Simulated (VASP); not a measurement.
# MnHg (P4/mmm) in VASP: further runs, part 2 of 2

VASP 6.6.1. Earlier steps stand in the parts before.

### 3 Electric field gradients, PBEsol, collinear spin, ferromagnetic start

This run uses another cell than the first one, of 17.91 Å³/atom.

INCAR

```
PREC = Accurate ; ENCUT = 520
EDIFF = 1E-8 ; ISMEAR = -1
SIGMA = 0.05 ; LREAL = False
LASPH = True ; NELM = 150
ALGO = Normal ; ISIF = 2
LWAVE = False ; LCHARG = False
ISPIN = 2 ; MAGMOM = 4 0
LORBIT = 11 ; LMAXMIX = 4
GGA = PS ; LEFG = True
NBANDS = 24
```

KPOINTS

```
Automatic mesh
0
Gamma
  10 10 10
```

POSCAR

```
MnHg
1.0
    3.2880000000      0.0000000000      0.0000000000
    0.0000000000      3.2880000000      0.0000000000
    0.0000000000      0.0000000000      3.3130000000
Mn Hg
1 1
Direct
    0.5000000000      0.5000000000      0.5000000000
    0.0000000000      0.0000000000      0.0000000000
```

Potentials or basis: VASP PAW PBE potentials, release 64 (Mn_pv, Hg).

The run is started by

```sh
$ cat potpaw_PBE.64/Mn_pv/POTCAR potpaw_PBE.64/Hg/POTCAR > POTCAR
$ mpirun -np 1 vasp_std > vasp.out
```

OUTCAR:

```text
PREC = Accurate
   ENCUT = 520
   EDIFF = 1E-8
   ISMEAR = -1
   LREAL = False
   LASPH = True
   NELM = 150
   ISIF = 2
   ISPIN = 2
   LORBIT = 11
   GGA = PS

 ion  position               nearest neighbor table
   1  0.500  0.500  0.500-   2 2.85   2 2.85   2 2.85   2 2.85   2 2.85   2 2.85   2 2.85   2 2.85

   2  0.000  0.000  0.000-   1 2.85   1 2.85   1 2.85   1 2.85   1 2.85   1 2.85   1 2.85   1 2.85

  LATTYP: Found a simple tetragonal cell.
 ALAT       =     3.2880000000
 C/A-ratio  =     1.0076034063

  Lattice vectors:

 A1 = (   3.2880000000,   0.0000000000,   0.0000000000)
 A2 = (   0.0000000000,   3.2880000000,   0.0000000000)
 A3 = (   0.0000000000,   0.0000000000,   3.3130000000)

Analysis of symmetry for initial positions (statically):
=====================================================================
 Subroutine PRICEL returns:
 Original cell was already a primitive cell.

 Routine SETGRP: Setting up the symmetry group for a
 simple tetragonal supercell.

 Subroutine GETGRP returns: Found 16 space group operations
 (whereof 16 operations were pure point group operations)
 out of a pool of 16 trial point group operations.

The static configuration has the point symmetry D_4h.

Analysis of symmetry for dynamics (positions and initial velocities):
=====================================================================
 Subroutine PRICEL returns:
 Original cell was already a primitive cell.

[... 1482 lines left out ...]
  Direction    XX          YY          ZZ          XY          YZ          ZX
  --------------------------------------------------------------------------------------
  -------------------------------------------------------------------------------------
  Total       -0.7856354     -0.7856354     -0.7765101      0.0000000      0.0000000      0.0000000
  in kB      -35.1436252    -35.1436252    -34.7354284      0.0000000      0.0000000      0.0000000
  external PRESSURE =     -35.0075596 kB  Pullay stress =       0.0000000 kB

 VOLUME and BASIS-vectors are now :
 -----------------------------------------------------------------------------
  energy-cutoff  :      520.00
  volume of cell :       35.82
      direct lattice vectors                 reciprocal lattice vectors
     3.288000000  0.000000000  0.000000000     0.304136253  0.000000000  0.000000000
     0.000000000  3.288000000  0.000000000     0.000000000  0.304136253  0.000000000
     0.000000000  0.000000000  3.313000000     0.000000000  0.000000000  0.301841232

 POSITION                                       TOTAL-FORCE (eV/Angst)
 -----------------------------------------------------------------------------------
      1.64400      1.64400      1.65650         0.000000      0.000000      0.000000
      0.00000      0.00000      0.00000         0.000000      0.000000      0.000000
 -----------------------------------------------------------------------------------
    total drift:                                0.000000      0.000000     -0.000000

  FREE ENERGIE OF THE ION-ELECTRON SYSTEM (eV)
  ---------------------------------------------------
  free  energy   TOTEN  =        -9.5616665769 eV

  energy  without entropy=       -9.5451642293  energy(sigma->0) =       -9.55341540

 Electric field gradients (V/A^2)
---------------------------------------------------------------------
 ion       V_xx      V_yy      V_zz      V_xy      V_xz      V_yz
---------------------------------------------------------------------
   1      -0.349    -0.349     0.698     0.000    -0.000     0.000
   2       0.592     0.592    -1.184     0.000     0.000    -0.000
---------------------------------------------------------------------

 Electric field gradients after diagonalization (V/A^2)
 (convention: |V_zz| > |V_xx| > |V_yy|)
----------------------------------------------------------------------
 ion       V_xx      V_yy      V_zz     asymmetry (V_yy - V_xx)/ V_zz
----------------------------------------------------------------------
   1      -0.349    -0.349     0.698       0.000
   2       0.592     0.592    -1.184       0.000
----------------------------------------------------------------------

           NMR quadrupolar parameters

 Cq : quadrupolar parameter    Cq=e*Q*V_zz/h
 eta: asymmetry parameters     (V_yy - V_xx)/ V_zz
 Q  : nuclear electric quadrupole moment in mb (millibarn)
----------------------------------------------------------------------
 ion       Cq(MHz)       eta       Q (mb)
----------------------------------------------------------------------
   1       0.002       0.000       1.000
   2      -0.003       0.000       1.000
----------------------------------------------------------------------

 total charge

# of ion       s       p       d       tot
------------------------------------------
    1        0.254   6.181   4.981  11.416
    2        0.813   0.531   9.249  10.593
--------------------------------------------------
tot          1.066   6.712  14.230  22.008

 magnetization (x)

# of ion       s       p       d       tot
------------------------------------------
    1        0.024   0.015   3.731   3.770
    2       -0.046  -0.055   0.046  -0.055
--------------------------------------------------
tot         -0.022  -0.040   3.777   3.715
```

OSZICAR:

```text
N       E                     dE             d eps       ncg     rms          rms(c)
DAV:   1     0.234792228174E+03    0.23479E+03   -0.13669E+04 12208   0.117E+03
DAV:   2    -0.257683940921E+01   -0.23737E+03   -0.22550E+03 12552   0.343E+02
DAV:   3    -0.101855632707E+02   -0.76087E+01   -0.75828E+01 14232   0.693E+01
DAV:   4    -0.102400087794E+02   -0.54446E-01   -0.54443E-01 13592   0.552E+00
DAV:   5    -0.102407973166E+02   -0.78854E-03   -0.78852E-03 14816   0.605E-01    0.106E+01
DAV:   6    -0.981705039341E+01    0.42375E+00   -0.83530E+00 13584   0.214E+01    0.807E+00
DAV:   7    -0.958219601382E+01    0.23485E+00   -0.24255E+00 13888   0.135E+01    0.505E+00
DAV:   8    -0.956655089617E+01    0.15645E-01   -0.65193E-02 13128   0.178E+00    0.270E+00
DAV:   9    -0.956211690625E+01    0.44340E-02   -0.18547E-02 14512   0.928E-01    0.986E-01
DAV:  10    -0.956163828329E+01    0.47862E-03   -0.24609E-03 13504   0.458E-01    0.882E-02
DAV:  11    -0.956166157119E+01   -0.23288E-04   -0.10132E-04 14272   0.102E-01    0.332E-02
DAV:  12    -0.956166368702E+01   -0.21158E-05   -0.85744E-06 14128   0.229E-02    0.148E-02
DAV:  13    -0.956166656365E+01   -0.28766E-05   -0.39318E-06 14112   0.157E-02    0.868E-03
DAV:  14    -0.956166657441E+01   -0.10751E-07   -0.54875E-07 13736   0.677E-03    0.306E-03
DAV:  15    -0.956166657689E+01   -0.24888E-08   -0.49867E-08 12400   0.134E-03
   1 F= -.95616666E+01 E0= -.95534154E+01  d E =-.165023E-01  mag=     3.8621
```

stdout:

```text
POSCAR found type information on POSCAR MnHg
 POSCAR found :  2 types and       2 ions
 scaLAPACK will be used
 -----------------------------------------------------------------------------
|                                                                             |
|                                                                             |
|     You enforced a specific xc type in the INCAR file but a different       |
|     I HOPE YOU KNOW WHAT YOU ARE DOING!                                     |
|                                                                             |
 -----------------------------------------------------------------------------

 LDA part: xc-table for (Slater+PW92), standard interpolation
 POSCAR, INCAR and KPOINTS ok, starting setup
 FFT: planning ... GRIDC
 FFT: planning ... GRID_SOFT
 FFT: planning ... GRID
 WAVECAR not read
 entering main loop
ion   1

ion   2
```

Run time: 2.4 min. Hardware: 1 thread of Intel Xeon Platinum 8488C (Sapphire Rapids), shared host; peak memory 0.28 GiB.

What came out:

- Free energy: -9.5617 eV
- Pressure: -3.5 GPa
- Net moment: 3.86 μB per cell
- Site moments: Mn +3.77; Hg -0.06 μB
- Largest electric field gradient by atom: Mn +0.7; Hg -1.2 V/Å²
- Valence electrons inside the program's atomic spheres: Mn 11.42; Hg 10.59

Levels at points of the mesh, in eV from the Fermi level:
Spin up:
```
           k point  band 13  band 14  band 15  band 16  band 17  band 18
(0.00, 0.00, 0.00)    -2.00    -1.99     4.75     4.96     4.96     8.79
(0.50, 0.00, 0.00)    -2.72    -2.22    -1.48    10.03    10.23    10.70
(0.50, 0.50, 0.00)    -1.92    -1.72    -1.72     0.75     3.06    11.75
(0.00, 0.00, 0.50)    -2.72    -2.21    -1.53    10.16    10.16    10.80
(0.50, 0.00, 0.50)    -1.94    -1.77    -1.76     0.71     2.98    11.88
(0.50, 0.50, 0.50)    -1.90     0.47     4.14     4.14     4.19     4.60
```
Spin down:
| k point | band 7 | band 8 | band 9 | band 10 | band 11 | band 12 | band 13 | band 14 | band 15 | band 16 |
| --- | --- | --- | --- | --- | --- | --- | --- | --- | --- | --- |
| (0.00, 0.00, 0.00) | -7.06 | -7.06 | -7.04 | 0.28 | 0.30 | 1.49 | 1.49 | 1.50 | 5.16 | 5.38 |
| (0.50, 0.00, 0.00) | -7.42 | -6.95 | -4.95 | -4.52 | -0.09 | 0.38 | 0.43 | 1.29 | 2.04 | 10.68 |
| (0.50, 0.50, 0.00) | -7.51 | -6.46 | -3.46 | -1.42 | -1.42 | 0.50 | 1.32 | 1.32 | 1.88 | 3.29 |
| (0.00, 0.00, 0.50) | -7.41 | -6.94 | -5.04 | -4.55 | -0.10 | 0.43 | 0.43 | 1.31 | 2.00 | 10.79 |
| (0.50, 0.00, 0.50) | -7.48 | -6.48 | -3.53 | -1.48 | -1.46 | 0.45 | 1.33 | 1.34 | 1.87 | 3.27 |
| (0.50, 0.50, 0.50) | -6.46 | -6.44 | -1.62 | -1.62 | -1.62 | 0.38 | 1.90 | 1.92 | 5.63 | 5.63 |

Electric field gradients, principal values (V/Å²):
```tsv
atom	least	middle	greatest (by size)
1 Mn	-0.349	-0.349	0.698
2 Hg	0.592	0.592	-1.184
```

Caveat: the cell stands under tension; without QUAD_EFG the Cq values of the log hold for a quadrupole moment of 1 mb, not for the nuclei; the PAW data sets were made with another functional, which shifts forces and pressure a little; spin-orbit coupling is left out, which moves the levels of the heavy elements.
